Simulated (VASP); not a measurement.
# CuW7S16 (P-6m2) in VASP: single point with PBEsol+U

Aim: the single point of CuW7S16 with PBEsol+U.

Program: VASP 6.6.1. These are calculated values, not measurements. Logs are shortened: lines on timing, memory, paths and dates and some standing lists are left out, and cuts for length are marked.

## Step 1: The cell of the first run

The structure is hexagonal, space group P-6m2 (No. 187). The conventional cell has a = 6.306 Å, b = 6.306 Å, c = 12.323 Å, α = 90.00°, β = 90.00°, γ = 120.00°. Cu (site symmetry -6m2) has 6 S at 2.41 Å and 6 W at 3.15 Å within 3.2 Å. W (site symmetry mm2) has 6 S at 2.38 to 2.40 Å and 4 W at 3.14 to 3.16 Å and 2 Cu at 3.15 Å within 3.2 Å. Within 3.2 Å of W (site symmetry mm2) lie 6 S at 2.40 Å and 6 W at 3.15 Å. W (site symmetry -6m2) has 6 S at 2.40 Å and 6 W at 3.15 Å within 3.2 Å. Within 3.2 Å of S (site symmetry 3m) lie 3 W at 2.40 Å and 7 S at 3.13 to 3.15 Å. Within 3.2 Å of S (site symmetry m) lie 3 W at 2.40 Å and 7 S at 3.13 to 3.15 Å. S (site symmetry m) has 2 W at 2.38 Å and 1 Cu at 2.41 Å and 7 S at 3.11 to 3.19 Å within 3.2 Å. S (site symmetry 3m) has 3 W at 2.40 Å and 7 S at 3.11 to 3.15 Å within 3.2 Å.

## Step 2: Single point, PBEsol+U

File INCAR:

```
SYSTEM = CuW7S16
  PREC = Accurate
  ENCUT = 520
  EDIFF = 1E-7
  ISMEAR = 0
  SIGMA = 0.05
  LREAL = Auto
  LASPH = .TRUE.
  NELM = 150
  ALGO = Normal
  ISIF = 2
  LWAVE = .FALSE.
  LCHARG = .FALSE.
  LMAXMIX = 4
  LDAU = .TRUE.
  LDAUTYPE = 2
  LDAUL = 2 -1 -1
  LDAUU = 5 0 0
  LDAUJ = 0 0 0
  LDAUPRINT = 1
  GGA = PS
  NBANDS = 120
```

File KPOINTS:

```
Automatic mesh
0
G
  3 3 2
  0 0 0
```

File POSCAR:

```
CuW7S16
1.0
    6.3064000000      0.0000000000      0.0000000000
   -3.1532000000      5.4615026000      0.0000000000
    0.0000000000      0.0000000000     12.3230000000
Cu W S
1 7 16
Direct
    0.1666666667      0.3333333333      0.2500000000
    0.1676727048      0.8338363524      0.2500000000
    0.6661636476      0.3323272952      0.2500000000
    0.6661636476      0.8338363524      0.2500000000
    0.3332879783      0.1667120217      0.7500000000
    0.3332879783      0.6665759565      0.7500000000
    0.8334240435      0.1667120217      0.7500000000
    0.8333333333      0.6666666667      0.7500000000
    0.1666666667      0.3333333333      0.6231304259
    0.1667114820      0.8333557410      0.6230564180
    0.6666442590      0.3332885180      0.6230564180
    0.6666442590      0.8333557410      0.6230564180
    0.3352109330      0.1647890670      0.1237714693
    0.3352109330      0.6704218661      0.1237714693
    0.8295781339      0.1647890670      0.1237714693
    0.8333333333      0.6666666667      0.1238231530
    0.1666666667      0.3333333333      0.8768695741
    0.1667114820      0.8333557410      0.8769435820
    0.6666442590      0.3332885180      0.8769435820
    0.6666442590      0.8333557410      0.8769435820
    0.3352109330      0.1647890670      0.3762285307
    0.3352109330      0.6704218661      0.3762285307
    0.8295781339      0.1647890670      0.3762285307
    0.8333333333      0.6666666667      0.3761768470
```

Potentials or basis: VASP PAW PBE potentials, release 64 (Cu, W_sv, S).

The run is started by

```sh
cat potpaw_PBE.64/Cu/POTCAR potpaw_PBE.64/W_sv/POTCAR potpaw_PBE.64/S/POTCAR > POTCAR
mpirun -np 1 vasp_std > vasp.out
```

OUTCAR:

```text
SYSTEM = CuW7S16
   PREC = Accurate
   ENCUT = 520
   EDIFF = 1E-7
   ISMEAR = 0
   LREAL = Auto
   LASPH = .TRUE.
   NELM = 150
   ISIF = 2
   GGA = PS

 ion  position               nearest neighbor table
   1  0.167  0.333  0.250-  14 2.41  22 2.41  21 2.41  13 2.41  15 2.41  23 2.41
   2  0.168  0.834  0.250-  13 2.38  21 2.38  14 2.38  22 2.38  24 2.40  16 2.40   3 3.14   4 3.14
                             3 3.16   4 3.16
   3  0.666  0.332  0.250-  15 2.38  23 2.38  21 2.38  13 2.38  24 2.40  16 2.40   2 3.14   4 3.14
                             2 3.16   4 3.16
   4  0.666  0.834  0.250-  15 2.38  23 2.38  22 2.38  14 2.38  24 2.40  16 2.40   3 3.14   2 3.14
                             3 3.16   2 3.16
   5  0.333  0.167  0.750-   9 2.40  17 2.40  10 2.40  18 2.40  11 2.40  19 2.40   6 3.15   7 3.15
                             8 3.15   8 3.15   6 3.15   7 3.15
   6  0.333  0.667  0.750-   9 2.40  17 2.40  12 2.40  20 2.40  18 2.40  10 2.40   5 3.15   7 3.15
                             8 3.15   8 3.15   5 3.15   7 3.15
   7  0.833  0.167  0.750-   9 2.40  17 2.40  12 2.40  20 2.40  19 2.40  11 2.40   6 3.15   5 3.15
                             8 3.15   8 3.15   6 3.15   5 3.15
   8  0.833  0.667  0.750-  11 2.40  19 2.40  12 2.40  20 2.40  10 2.40  18 2.40   7 3.15   5 3.15
                             5 3.15   7 3.15   6 3.15   6 3.15
   9  0.167  0.333  0.623-   6 2.40   5 2.40   7 2.40
  10  0.167  0.833  0.623-   5 2.40   6 2.40   8 2.40
  11  0.667  0.333  0.623-   5 2.40   7 2.40   8 2.40
  12  0.667  0.833  0.623-   7 2.40   6 2.40   8 2.40
  13  0.335  0.165  0.124-   2 2.38   3 2.38   1 2.41
  14  0.335  0.670  0.124-   2 2.38   4 2.38   1 2.41
[... 8 lines left out ...]
  23  0.830  0.165  0.376-   4 2.38   3 2.38   1 2.41
  24  0.833  0.667  0.376-   3 2.40   4 2.40   2 2.40

  LATTYP: Found a hexagonal cell.
 ALAT       =     6.3064000000
 C/A-ratio  =     1.9540466827

  Lattice vectors:

 A1 = (   6.3064000000,   0.0000000000,   0.0000000000)
 A2 = (  -3.1532000000,   5.4615026000,   0.0000000000)
 A3 = (   0.0000000000,   0.0000000000,  12.3230000000)

Analysis of symmetry for initial positions (statically):
=====================================================================
 Subroutine PRICEL returns:
 Original cell was already a primitive cell.

 Routine SETGRP: Setting up the symmetry group for a
 hexagonal supercell.

 Subroutine GETGRP returns: Found 12 space group operations
 (whereof  2 operations were pure point group operations)
 out of a pool of 24 trial point group operations.

The static configuration has the point symmetry C_1h.
 The point group associated with its full space group is D_3h.

Analysis of symmetry for dynamics (positions and initial velocities):
=====================================================================
 Subroutine PRICEL returns:
 Original cell was already a primitive cell.

 Routine SETGRP: Setting up the symmetry group for a
 hexagonal supercell.

 Subroutine GETGRP returns: Found 12 space group operations
 (whereof  2 operations were pure point group operations)
 out of a pool of 24 trial point group operations.

The dynamic configuration has the point symmetry C_1h.
 The point group associated with its full space group is D_3h.

 Subroutine INISYM returns: Found 12 space group operations
 (whereof  2 operations are pure point group operations),
 and found     1 'primitive' translations

----------------------------------------------------------------------------------------

                                     Primitive cell

  volume of cell :     424.4339

[... 105 lines left out ...]
   ISTART =      0    job   : 0-new  1-cont  2-samecut
   ICHARG =      2    charge: 1-file 2-atom 10-const
   ISPIN  =      1    spin polarized calculation?
   LNONCOLLINEAR =      F non collinear calculations
   LSORBIT =      F    spin-orbit coupling
   LASPH  =      T    aspherical Exc in radial PAW
   ENCUT  =  520.0 eV  38.22 Ry    6.18 a.u.  11.73 11.73 22.91*2*pi/ulx,y,z
   NELM   =    150;   NELMIN=  2; NELMDL= -5     # of ELM steps
   EDIFF  = 0.1E-06   stopping-criterion for ELM
   LREAL  =      T    real-space projection
   EDIFFG = 0.1E-05   stopping-criterion for IOM
   NSW    =      0    number of steps for IOM
   IBRION =     -1    ionic relax: 0-MD 1-quasi-New 2-CG
   NFREE  =      0    steps in history (QN), initial steepest desc. (CG)
   ISIF   =      2    stress and relaxation
   ISYM   =      2    0-nonsym 1-usesym 2-fastsym
   POTIM  = 0.5000    time-step for ionic-motion
   TEBEG  =    0.0;   TEEND  =   0.0 temperature during run
   PSTRESS=    0.0 pullay stress
   NELECT =     205.0000    total number of electrons
   NUPDOWN=      -1.0000    fix difference up-down
   EMIN   =  10.00;   EMAX   =-10.00  energy-range for DOS
   EFERMI =   0.00;   METHOD = LEGACY
   ISMEAR =     0;   SIGMA  =   0.05  broadening in eV -4-tet -1-fermi 0-gaus
   EFERMI_NEDOS =   21; number of points for ismear=-14 and -15
   IALGO  =     38    algorithm
   IMIX   =      4    mixing-type and parameters
     AMIX     =   0.40;   BMIX     =  1.00
     AMIX_MAG =   1.60;   BMIX_MAG =  1.00
  volume/ion in A,a.u.               =      17.68       119.34
  Fermi-wavevector in a.u.,A,eV,Ry     =   1.284466  2.427290 22.447626  1.649854
  Thomas-Fermi vector in A             =   2.416658
   LORBIT       =      0    0 simple, 1 ext, 2 COOP (PROOUT), +10 PAW based schemes
 LDA+U is selected, type is set to LDAUTYPE =  2
   angular momentum for each species LDAUL =     2   -1   -1
   U (eV)           for each species LDAUU =   5.0  0.0  0.0
   J (eV)           for each species LDAUJ =   0.0  0.0  0.0
   GGA     = PS    functional components
   LHFCALC =     F    Hartree Fock is set to
   AEXX    =    0.0000 exact exchange contribution
   IVDW    =     0    specifies the selected vdW correction
   LEPSILON=     F    determine dielectric tensor
   LRPA    =     F    only Hartree local field effects (RPA)
 non-spin polarized calculation
 Gauss-broadening in eV      SIGMA  =   0.05
  energy-cutoff  :      520.00
  volume of cell :      424.43
 maximum number of plane-waves:     11460
 NGX is ok and might be reduce to    48
   NGX = 23   NGY = 23   NGZ = 45

atom =   1  type =  1  l = 2

 onsite density matrix

spin component  1

  0.9472 -0.0000 -0.0000 -0.0000  0.0000
 -0.0000  0.9179  0.0000  0.0000  0.0000
 -0.0000  0.0000  0.9458 -0.0000 -0.0000
 -0.0000  0.0000 -0.0000  0.9179  0.0000
  0.0000  0.0000 -0.0000  0.0000  0.9472

spin component  2

  0.9472 -0.0000 -0.0000 -0.0000  0.0000
 -0.0000  0.9179  0.0000  0.0000  0.0000
 -0.0000  0.0000  0.9458 -0.0000 -0.0000
 -0.0000  0.0000 -0.0000  0.9179  0.0000
  0.0000  0.0000 -0.0000  0.0000  0.9472

 occupancies and eigenvectors

  o =  0.9179  v =  0.0000  1.0000 -0.0000  0.0000  0.0000  0.0000  0.0000  0.0000  0.0000  0.0000      0.0000  0.0000  0.0000  0.0000  0.0000  0.0000  0.0000  0.0000  0.0000  0.0000
  o =  0.9179  v =  0.0000  0.0000  0.0000  0.0000  0.0000  0.0000  1.0000 -0.0000  0.0000  0.0000      0.0000  0.0000  0.0000  0.0000  0.0000  0.0000  0.0000  0.0000  0.0000  0.0000
  o =  0.9179  v =  0.0000  0.0000  0.0000 -1.0000 -0.0000  0.0000  0.0000  0.0000  0.0000  0.0000      0.0000  0.0000  0.0000  0.0000  0.0000  0.0000  0.0000  0.0000  0.0000  0.0000
  o =  0.9179  v =  0.0000  0.0000  0.0000  0.0000  0.0000  0.0000  0.0000  0.0000 -1.0000 -0.0000      0.0000  0.0000  0.0000  0.0000  0.0000  0.0000  0.0000  0.0000  0.0000  0.0000
  o =  0.9458  v =  0.0000  0.0000  0.0000  0.0000  0.0000  0.0000  0.0000  1.0000  0.0000  0.0000      0.0000  0.0000  0.0000  0.0000  0.0000  0.0000  0.0000  0.0000  0.0000  0.0000
  o =  0.9458  v =  0.0000  0.0000  1.0000  0.0000  0.0000  0.0000  0.0000  0.0000  0.0000  0.0000      0.0000  0.0000  0.0000  0.0000  0.0000  0.0000  0.0000  0.0000  0.0000  0.0000
  o =  0.9472  v =  1.0000  0.0000  0.0000  0.0000  0.0000  0.0000  0.0000  0.0000  0.0000  0.0000      0.0000  0.0000  0.0000  0.0000  0.0000  0.0000  0.0000  0.0000  0.0000  0.0000
  o =  0.9472  v =  0.0000  0.0000  0.0000  0.0000  0.0000  1.0000  0.0000  0.0000  0.0000  0.0000      0.0000  0.0000  0.0000  0.0000  0.0000  0.0000  0.0000  0.0000  0.0000  0.0000
  o =  0.9472  v =  0.0000  0.0000  0.0000  0.0000  0.0000  0.0000  0.0000  0.0000 -0.0000 -1.0000      0.0000  0.0000  0.0000  0.0000  0.0000  0.0000  0.0000  0.0000  0.0000  0.0000
  o =  0.9472  v =  0.0000  0.0000  0.0000 -0.0000 -1.0000  0.0000  0.0000  0.0000  0.0000  0.0000      0.0000  0.0000  0.0000  0.0000  0.0000  0.0000  0.0000  0.0000  0.0000  0.0000

 number of electron     204.9999968 magnetization

 Free energy of the ion-electron system (eV)
  ---------------------------------------------------
  ext. energy  EPLUGINS =         0.00000000
  ---------------------------------------------------
  free energy    TOTEN  =      -185.56867418 eV

  energy without entropy =     -185.55020549  energy(sigma->0) =     -185.55943984

 E-fermi :   6.9933     XC(G=0): -11.0469

 val. band max:        6.8498539151   @ k =   0.0000   0.0000   0.5000
 cond. band min:       6.9995984469   @ k =   0.3333  -0.0000   0.0000
 fundamental gap:      0.1497445318
 Fermi energy:         6.9932776065

 k-point     1 :       0.0000    0.0000    0.0000
  band No.  band energies     occupation
      1     -67.5211      2.00000
      2     -67.5065      2.00000
      3     -67.5065      2.00000
      4     -67.3948      2.00000
      5     -67.3758      2.00000
      6     -67.3754      2.00000
[... 691 lines left out ...]
    113       9.1434      0.00000
    114       9.3638      0.00000
 [bands above 114 left out]

------------------------ aborting loop because EDIFF is reached ----------------------------------------

  FORCE on cell =-STRESS in cart. coord.  units (eV):
  Direction    XX          YY          ZZ          XY          YZ          ZX
  --------------------------------------------------------------------------------------
  -------------------------------------------------------------------------------------
  Total        1.7439250      1.7439250      1.4646287      0.0000000      0.0000000     -0.0000000
  in kB        6.5830672      6.5830671      5.5287637      0.0000000      0.0000000     -0.0000000
  external PRESSURE =       6.2316327 kB  Pullay stress =       0.0000000 kB

 VOLUME and BASIS-vectors are now :
 -----------------------------------------------------------------------------
  energy-cutoff  :      520.00
  volume of cell :      424.43
      direct lattice vectors                 reciprocal lattice vectors
     6.306400000  0.000000000  0.000000000     0.158569073  0.091549897  0.000000000
    -3.153200000  5.461502600  0.000000000     0.000000000  0.183099794  0.000000000
     0.000000000  0.000000000 12.323000000     0.000000000  0.000000000  0.081149071

 POSITION                                       TOTAL-FORCE (eV/Angst)
 -----------------------------------------------------------------------------------
      0.00000      1.82050      3.08075        -0.000000     -0.000000     -0.000000
     -1.57184      4.55400      3.08075         0.024975      0.014419     -0.000000
      3.15320      1.81501      3.08075        -0.000000     -0.028839     -0.000000
      1.57184      4.55400      3.08075        -0.024975      0.014419     -0.000000
      1.57617      0.91050      9.24225         0.000010     -0.000006     -0.000000
      0.00000      3.64051      9.24225        -0.000000      0.000011     -0.000000
[... 16 lines left out ...]
      4.71204      0.90000      4.63626         0.098157      0.056671     -0.061149
      3.15320      3.64100      4.63563        -0.000000     -0.000000      0.030353
 -----------------------------------------------------------------------------------
    total drift:                                0.000003     -0.000002      0.000000

  FREE ENERGIE OF THE ION-ELECTRON SYSTEM (eV)
  ---------------------------------------------------
  free  energy   TOTEN  =      -185.5686741849 eV

  energy  without entropy=     -185.5502054907  energy(sigma->0) =     -185.55943984
```

It took 21 min on 1 thread of Intel Xeon 8259CL, shared host; peak memory 0.61 GiB.

Results:

* Free energy: -185.5687 eV
* Pressure: 0.6 GPa
* Largest force: 0.129 eV/Å
* Band gap on the k mesh: zero (an odd number of electrons rules out a gap without spin polarisation)

Forces on the atoms (eV/Å):
```
Cu   0.000  0.000  0.000
W    0.025  0.014  0.000
W    0.000 -0.029  0.000
W   -0.025  0.014  0.000
W    0.000  0.000  0.000
W    0.000  0.000  0.000
W    0.000  0.000  0.000
W    0.000  0.000  0.000
S    0.000  0.000 -0.023
S    0.000  0.000 -0.023
S    0.000 -0.001 -0.023
S    0.000  0.000 -0.023
S   -0.098  0.057  0.061
S    0.000 -0.113  0.061
S    0.098  0.057  0.061
S    0.000  0.000 -0.030
S    0.000  0.000  0.023
S    0.000  0.000  0.023
S    0.000 -0.001  0.023
S    0.000  0.000  0.023
S   -0.098  0.057 -0.061
S    0.000 -0.113 -0.061
S    0.098  0.057 -0.061
S    0.000  0.000  0.030
```

Eigenvalues of the final occupation matrices:
```
    site  spin  trace               eigenvalues
site 1 d     1   4.68  0.92 0.92 0.95 0.95 0.95
site 1 d     2   4.68  0.92 0.92 0.95 0.95 0.95
```

Caveat: the k points lie up to 0.38 Å⁻¹ apart, too coarse for converged energies and pressures of a metal; the PAW data sets were made with another functional, which shifts forces and pressure a little; spin-orbit coupling is left out, which moves the levels of the heavy elements; this functional lacks dispersion, which binds layers or chains, so the pressure and a relaxed spacing across them are unreliable; an odd number of electrons without spin polarisation forces a metal; a magnetic or distorted state may lie lower; U without spin polarisation on a metal has little footing.

The gap in the log of VASP goes by the Fermi energy; the results here count the filled bands.